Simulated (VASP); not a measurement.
# Pd (P6_3/mmc) in VASP: notebook, part 2 of 2

VASP 6.6.1. The steps go on from the part before.

### 4 Single point, PBEsol (volume scaled by 0.98)

The input, INCAR:

```
SYSTEM = Pd
  ALGO = Fast
  EDIFF = 1E-6
  ENCUT = 520
  GGA = PS
  ISIF = 2
  ISMEAR = -1
  LASPH = .True.
  LCHARG = .False.
  LREAL = .False.
  LWAVE = .False.
  NBANDS = 28
  NELM = 100
  PREC = Accurate
  SIGMA = 0.05
```

The input, KPOINTS:

```
k-points
0
Gamma
  11 11 3
  0 0 0
```

The input, POSCAR:

```
Pd
1.0
    2.7440204281      0.0000000000      0.0000000000
   -1.3720102141      2.3763913993      0.0000000000
    0.0000000000      0.0000000000      9.0571949703
Pd
4
Direct
    0.6666666667      0.3333333333      0.7500000000
    0.0000000000      0.0000000000      0.5000000000
    0.3333333333      0.6666666667      0.2500000000
    0.0000000000      0.0000000000      0.0000000000
```

Potentials or basis: VASP PAW PBE potentials, release 64 (Pd).

Started as:

```console
$ cat potpaw_PBE.64/Pd/POTCAR > POTCAR
$ mpirun -np 1 vasp_std > vasp.out
```

OUTCAR:

```text
SYSTEM = Pd
   EDIFF = 1E-6
   ENCUT = 520
   GGA = PS
   ISIF = 2
   ISMEAR = -1
   LASPH = .True.
   LREAL = .False.
   NELM = 100
   PREC = Accurate

 ion  position               nearest neighbor table
   1  0.667  0.333  0.750-   2 2.76   4 2.76   2 2.76   4 2.76   2 2.76   4 2.76
   2  0.000  0.000  0.500-   1 2.76   3 2.76   1 2.76   3 2.76   1 2.76   3 2.76
   3  0.333  0.667  0.250-   2 2.76   4 2.76   2 2.76   4 2.76   2 2.76   4 2.76
   4  0.000  0.000  0.000-   1 2.76   3 2.76   1 2.76   3 2.76   1 2.76   3 2.76

  LATTYP: Found a hexagonal cell.
 ALAT       =     2.7440204281
 C/A-ratio  =     3.3007024574

  Lattice vectors:

 A1 = (   2.7440204281,   0.0000000000,   0.0000000000)
 A2 = (  -1.3720102141,   2.3763913993,   0.0000000000)
 A3 = (   0.0000000000,   0.0000000000,   9.0571949703)

Analysis of symmetry for initial positions (statically):
=====================================================================
 Subroutine PRICEL returns:
 Original cell was already a primitive cell.

 Routine SETGRP: Setting up the symmetry group for a
 hexagonal supercell.

 Subroutine GETGRP returns: Found 24 space group operations
 (whereof 12 operations were pure point group operations)
 out of a pool of 24 trial point group operations.

The static configuration has the point symmetry D_3d.
 The point group associated with its full space group is D_6h.

Analysis of symmetry for dynamics (positions and initial velocities):
=====================================================================
 Subroutine PRICEL returns:
 Original cell was already a primitive cell.

 Routine SETGRP: Setting up the symmetry group for a
 hexagonal supercell.

 Subroutine GETGRP returns: Found 24 space group operations
 (whereof 12 operations were pure point group operations)
 out of a pool of 24 trial point group operations.

The dynamic configuration has the point symmetry D_3d.
 The point group associated with its full space group is D_6h.

 Subroutine INISYM returns: Found 24 space group operations
 (whereof 12 operations are pure point group operations),
 and found     1 'primitive' translations

----------------------------------------------------------------------------------------

                                     Primitive cell

  volume of cell :      59.0608

  direct lattice vectors                    reciprocal lattice vectors
     2.744020428  0.000000000  0.000000000     0.364428774  0.210403051  0.000000000
    -1.372010214  2.376391399  0.000000000     0.000000000  0.420806101  0.000000000
     0.000000000  0.000000000  9.057194970     0.000000000  0.000000000  0.110409459

  length of vectors
     2.744020428  2.744020428  9.057194970     0.420806101  0.420806101  0.110409459

  position of ions in fractional coordinates (direct lattice)
     0.666666667  0.333333333  0.750000000
     0.000000000  0.000000000  0.500000000
     0.333333333  0.666666667  0.250000000
     0.000000000  0.000000000  0.000000000

  ion indices of the primitive-cell ions
   primitive index   ion index
                 1           1
                 2           2
                 3           3
                 4           4

----------------------------------------------------------------------------------------

 KPOINTS: k-points

Automatic generation of k-mesh.
 Grid dimensions read from file:
 generate k-points for:   11   11    3

 Generating k-lattice:

  Cartesian coordinates                     Fractional coordinates (reciprocal lattice)
     0.033129889  0.019127550  0.000000000     0.090909091  0.000000000  0.000000000
     0.000000000  0.038255100  0.000000000     0.000000000  0.090909091  0.000000000
     0.000000000  0.000000000  0.036803153     0.000000000  0.000000000  0.333333333

  Length of vectors
     0.038255100  0.038255100  0.036803153

  Shift w.r.t. Gamma in fractional coordinates (k-lattice)
     0.000000000  0.000000000  0.000000000

 Subroutine IBZKPT returns following result:
 ===========================================

 Found     32 irreducible k-points:

 Following reciprocal coordinates:
            Coordinates               Weight
  0.000000  0.000000  0.000000      1.000000
  0.090909  0.000000  0.000000      6.000000
  0.181818  0.000000  0.000000      6.000000
  0.272727  0.000000  0.000000      6.000000
  0.363636  0.000000  0.000000      6.000000
  0.454545  0.000000  0.000000      6.000000
[... 16 lines left out ...]
  0.090909  0.090909  0.333333     12.000000
  0.181818  0.090909  0.333333     24.000000
 [... further k-points ...]
   k-points           NKPTS =     32   k-points in BZ     NKDIM =     32   number of bands    NBANDS=     28
   number of dos      NEDOS =    301   number of ions     NIONS =      4
   total plane-waves  NPLWV =  28000
   dimension x,y,z NGX =    20 NGY =   20 NGZ =   70
   dimension x,y,z NGXF=    40 NGYF=   40 NGZF=  140
   ions per type =               4
   NGX,Y,Z   is equivalent  to a cutoff of  12.12, 12.12, 12.85 a.u.
   NGXF,Y,Z  is equivalent  to a cutoff of  24.23, 24.23, 25.70 a.u.
 SYSTEM =  Pd
   PREC   = accura    normal or accurate (medium, high low for compatibility)
   ISTART =      0    job   : 0-new  1-cont  2-samecut
   ICHARG =      2    charge: 1-file 2-atom 10-const
   ISPIN  =      1    spin polarized calculation?
   LNONCOLLINEAR =      F non collinear calculations
   LSORBIT =      F    spin-orbit coupling
   LASPH  =      T    aspherical Exc in radial PAW
   ENCUT  =  520.0 eV  38.22 Ry    6.18 a.u.   5.10  5.10 16.84*2*pi/ulx,y,z
   NELM   =    100;   NELMIN=  2; NELMDL= -5     # of ELM steps
   EDIFF  = 0.1E-05   stopping-criterion for ELM
   LREAL  =      F    real-space projection
   EDIFFG = 0.1E-04   stopping-criterion for IOM
   NSW    =      0    number of steps for IOM
   IBRION =     -1    ionic relax: 0-MD 1-quasi-New 2-CG
   NFREE  =      0    steps in history (QN), initial steepest desc. (CG)
   ISIF   =      2    stress and relaxation
   ISYM   =      2    0-nonsym 1-usesym 2-fastsym
   POTIM  = 0.5000    time-step for ionic-motion
   TEBEG  =    0.0;   TEEND  =   0.0 temperature during run
   PSTRESS=    0.0 pullay stress
   NELECT =      40.0000    total number of electrons
   NUPDOWN=      -1.0000    fix difference up-down
   EMIN   =  10.00;   EMAX   =-10.00  energy-range for DOS
   EFERMI =   0.00;   METHOD = LEGACY
   ISMEAR =    -1;   SIGMA  =   0.05  broadening in eV -4-tet -1-fermi 0-gaus
   EFERMI_NEDOS =   21; number of points for ismear=-14 and -15
   IALGO  =     68    algorithm
   IMIX   =      4    mixing-type and parameters
     AMIX     =   0.40;   BMIX     =  1.00
     AMIX_MAG =   1.60;   BMIX_MAG =  1.00
  volume/ion in A,a.u.               =      14.77        99.64
  Fermi-wavevector in a.u.,A,eV,Ry     =   1.437679  2.716819 28.122152  2.066920
  Thomas-Fermi vector in A             =   2.556730
   LORBIT       =      0    0 simple, 1 ext, 2 COOP (PROOUT), +10 PAW based schemes
   GGA     = PS    functional components
   LHFCALC =     F    Hartree Fock is set to
   AEXX    =    0.0000 exact exchange contribution
   IVDW    =     0    specifies the selected vdW correction
   LEPSILON=     F    determine dielectric tensor
   LRPA    =     F    only Hartree local field effects (RPA)
 non-spin polarized calculation
 RMM-DIIS sequential band-by-band and
  energy-cutoff  :      520.00
  volume of cell :       59.06
 maximum number of plane-waves:      1609
   NGX = 11   NGY = 11   NGZ = 33

 number of electron      40.0000003 magnetization

 Free energy of the ion-electron system (eV)
  ---------------------------------------------------
  ext. energy  EPLUGINS =         0.00000000
  ---------------------------------------------------
  free energy    TOTEN  =       -23.78211178 eV

  energy without entropy =      -23.69686637  energy(sigma->0) =      -23.73948907

 E-fermi :   9.6296     XC(G=0): -13.3734

 val. band max:        9.6210467439   @ k =   0.2727   0.2727   0.0000
 cond. band min:       9.6316261022   @ k =   0.2727   0.0909   0.0000
 fundamental gap:      0.0105793584
 Fermi energy:         9.6296103260

 k-point     1 :       0.0000    0.0000    0.0000
  band No.  band energies     occupation
      1       2.3708      2.00000
      2       4.0385      2.00000
      3       4.0449      2.00000
      4       4.2620      2.00000
      5       6.6666      2.00000
      6       6.6915      2.00000
[... 20 lines left out ...]
     27      23.9105      0.00000
[... 691 lines left out ...]
      6       5.9303      2.00000
[... 20 lines left out ...]
     27      23.4921      0.00000
     28      24.1416      0.00000

 [... further k-points ...]
[... 5 lines left out ...]
  --------------------------------------------------------------------------------------
  -------------------------------------------------------------------------------------
  Total       -0.9178071     -0.9178071     -1.0843067      0.0000000      0.0000000     -0.0000000
  in kB      -24.8979143    -24.8979143    -29.4146496      0.0000000      0.0000000     -0.0000000
  external PRESSURE =     -26.4034927 kB  Pullay stress =       0.0000000 kB

 VOLUME and BASIS-vectors are now :
 -----------------------------------------------------------------------------
  energy-cutoff  :      520.00
  volume of cell :       59.06
      direct lattice vectors                 reciprocal lattice vectors
     2.744020428  0.000000000  0.000000000     0.364428774  0.210403051  0.000000000
    -1.372010214  2.376391399  0.000000000     0.000000000  0.420806101  0.000000000
     0.000000000  0.000000000  9.057194970     0.000000000  0.000000000  0.110409459

 POSITION                                       TOTAL-FORCE (eV/Angst)
 -----------------------------------------------------------------------------------
      1.37201      0.79213      6.79290         0.000000     -0.000000      0.000000
      0.00000      0.00000      4.52860        -0.000000      0.000000      0.000000
     -0.00000      1.58426      2.26430        -0.000000      0.000000     -0.000000
      0.00000      0.00000      0.00000        -0.000000      0.000000      0.000000
 -----------------------------------------------------------------------------------
    total drift:                                0.000000     -0.000000      0.000000

  FREE ENERGIE OF THE ION-ELECTRON SYSTEM (eV)
  ---------------------------------------------------
  free  energy   TOTEN  =       -23.7821117772 eV

  energy  without entropy=      -23.6968663700  energy(sigma->0) =      -23.73948907
```

OSZICAR:

```text
N       E                     dE             d eps       ncg     rms          rms(c)
DAV:   1     0.263193873221E+03    0.26319E+03   -0.20105E+04  1792   0.140E+03
DAV:   2    -0.181887454852E+02   -0.28138E+03   -0.26877E+03  1852   0.326E+02
DAV:   3    -0.252611322500E+02   -0.70724E+01   -0.69271E+01  2052   0.554E+01
DAV:   4    -0.253216720186E+02   -0.60540E-01   -0.60505E-01  1976   0.501E+00
DAV:   5    -0.253226420088E+02   -0.96999E-03   -0.96998E-03  1980   0.690E-01    0.167E+01
RMM:   6    -0.238395966929E+02    0.14830E+01   -0.39759E+00  1797   0.135E+01    0.746E+00
RMM:   7    -0.238007545454E+02    0.38842E-01   -0.16738E-01  1863   0.222E+00    0.350E+00
RMM:   8    -0.239997847020E+02   -0.19903E+00   -0.19686E-01  1960   0.258E+00    0.454E+00
RMM:   9    -0.237844001463E+02    0.21538E+00   -0.10759E-01  1866   0.204E+00    0.450E-01
RMM:  10    -0.237821551863E+02    0.22450E-02   -0.47658E-03  1861   0.324E-01    0.148E-01
RMM:  11    -0.237820997810E+02    0.55405E-04   -0.42127E-04  1950   0.111E-01    0.341E-02
RMM:  12    -0.237821087754E+02   -0.89945E-05   -0.69296E-05  1989   0.429E-02    0.190E-02
RMM:  13    -0.237821121527E+02   -0.33773E-05   -0.17416E-05  1973   0.242E-02    0.702E-03
RMM:  14    -0.237821117772E+02    0.37552E-06   -0.53978E-06  1618   0.124E-02
   1 F= -.23782112E+02 E0= -.23739489E+02  d E =-.852454E-01
```

stdout:

```text
POSCAR found type information on POSCAR Pd
 POSCAR found :  1 types and       4 ions
 scaLAPACK will be used
 -----------------------------------------------------------------------------
|                                                                             |
|                                                                             |
|     You enforced a specific xc type in the INCAR file but a different       |
|     I HOPE YOU KNOW WHAT YOU ARE DOING!                                     |
|                                                                             |
 -----------------------------------------------------------------------------

 LDA part: xc-table for (Slater+PW92), standard interpolation
 POSCAR, INCAR and KPOINTS ok, starting setup
 FFT: planning ... GRIDC
 FFT: planning ... GRID_SOFT
 FFT: planning ... GRID
 WAVECAR not read
 entering main loop
```

It took 29 s on 1 thread of AMD EPYC 9R45 (Zen 5), shared host; peak memory 0.15 GiB.

Results:

| Property | Result |
| --- | --- |
| Free energy | -23.7821 eV |
| Pressure | -2.6 GPa |
| Band gap on the k mesh | zero (band 20 reaches 9.82 eV, above the bottom of band 21 at 8.90 eV) |

Caveat: the cell differs from its parent crystal (volume scaled by 0.98); the PAW data sets were made with another functional, which shifts forces and pressure a little.

### 5 Single point, PBEsol

This run uses another cell than the first one, of 15.07 Å³/atom, 1.064 times its volume.

The input, INCAR:

```
PREC     = Accurate       # precision mode
ENCUT    = 520            # plane-wave cutoff, eV
EDIFF    = 1E-6           # SCF threshold, eV
ISMEAR   = -1             # smearing method
SIGMA    = 0.05           # smearing width, eV
LREAL    = F              # projectors in reciprocal space
LASPH    = T              # aspherical terms in the spheres
NELM     = 80             # most SCF steps
ALGO     = Fast           # electronic algorithm
ISIF     = 2              # what is computed and relaxed
LWAVE    = F              # write WAVECAR
LCHARG   = F              # write CHGCAR
GGA      = PS             # functional
NBANDS   = 28             # bands
```

The input, KPOINTS:

```
Automatic mesh
0
Gamma
  11 11 3
```

The input, POSCAR:

```
Pd
1.0
    2.7625616691      0.0000000000      0.0000000000
   -1.3812808346      2.3924485850      0.0000000000
    0.0000000000      0.0000000000      9.1183940900
Pd
4
Direct
    0.6666666667      0.3333333333      0.7500000000
    0.0000000000      0.0000000000      0.5000000000
    0.3333333333      0.6666666667      0.2500000000
    0.0000000000      0.0000000000      0.0000000000
```

Started as:

```console
$ cat potpaw_PBE.64/Pd/POTCAR > POTCAR
$ mpirun -np 1 vasp_std > vasp.out
```

Run time: 40 s. Hardware: 1 thread of AMD EPYC 9R45 (Zen 5), shared host; peak memory 0.17 GiB.

The run converged. Its results:

- Free energy: -23.7490 eV
- Pressure: -6.2 GPa
- Band gap on the k mesh: zero (band 20 reaches 9.47 eV, above the bottom of band 21 at 8.59 eV)

Stress tensor (GPa, compression positive):
```
-6.11  0.00  0.00
 0.00 -6.11  0.00
 0.00  0.00 -6.48
```

Levels at points of the mesh, in eV from the Fermi level:
```csv
k point,band 18,band 19,band 20,band 21,band 22,band 23
"(0.00, 0.00, 0.00)",-1.03,-1.03,-0.69,-0.69,-0.14,-0.14
```

Caveat: the PAW data sets were made with another functional, which shifts forces and pressure a little.

### 6 The runs side by side

| cell | gap on the mesh (eV) | pressure (GPa) |
| --- | --- | --- |
| a = 2.706, b = 2.706, c = 8.932 Å, angles 90.0, 90.0, 120.0°, 4 atoms | none | 6.1 |
| a = 2.725, b = 2.725, c = 8.995 Å, angles 90.0, 90.0, 120.0°, 4 atoms | none | 1.4 |
| a = 2.744, b = 2.744, c = 9.057 Å, angles 90.0, 90.0, 120.0°, 4 atoms | none | -2.6 |
| a = 2.763, b = 2.763, c = 9.118 Å, angles 90.0, 90.0, 120.0°, 4 atoms | none | -6.2 |

Alike in all rows: task single point; level PBEsol; potentials or basis VASP PAW PBE potentials, release 64 (Pd); no spin polarisation; k mesh 11 × 11 × 3; cutoff (eV) 520; smearing fermi-dirac 0.05 eV.

Caveats: the PAW data sets were made with another functional, which shifts forces and pressure a little.

Total energies depend on the potentials used, so only differences within one code and one set of settings carry meaning.
